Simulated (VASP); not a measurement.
Write the native input for VASP 6.6.1 that does the following.

* Task: single point
* Functional: PBE
* Potentials or basis: VASP PAW PBE potentials, release 64 (B)
* Cutoff: 520 eV
* k mesh: 24 × 24 × 24
* Occupations: fermi-dirac, width 0.08 eV
* Spin: no spin polarisation
* Dipole correction: no
* Further INCAR settings: ALGO = Normal; EDIFF = 1e-07; NBANDS = 8

The structure of B lies in POSCAR:

```
B
1.0
    0.0000000000      1.3238902875      1.3238902875
    1.3238902875      0.0000000000      1.3238902875
    1.3238902875      1.3238902875      0.0000000000
B
1
Direct
    0.0000000000      0.0000000000      0.0000000000
```

One way to write it, as run:

INCAR

```
ALGO = Normal
EDIFF = 1E-7
ENCUT = 520
GGA = PE
ISIF = 2
ISMEAR = -1
LASPH = T
LCHARG = F
LREAL = F
LWAVE = F
NBANDS = 8
NELM = 100
PREC = Accurate
SIGMA = 0.08
```

KPOINTS

```
k-points
0
Gamma
  24 24 24
```

Potentials or basis: VASP PAW PBE potentials, release 64 (B).

The run is started by

```sh
$ cat potpaw_PBE.64/B/POTCAR > POTCAR
$ mpirun -np 1 vasp_std > vasp.out
```

It gave:

```
Pressure : 100.1 GPa
```

Wall time 4 s on 1 thread of Intel(R) Xeon(R) 6975P-C (Granite Rapids), on a shared host, peak memory 0.11 GiB.
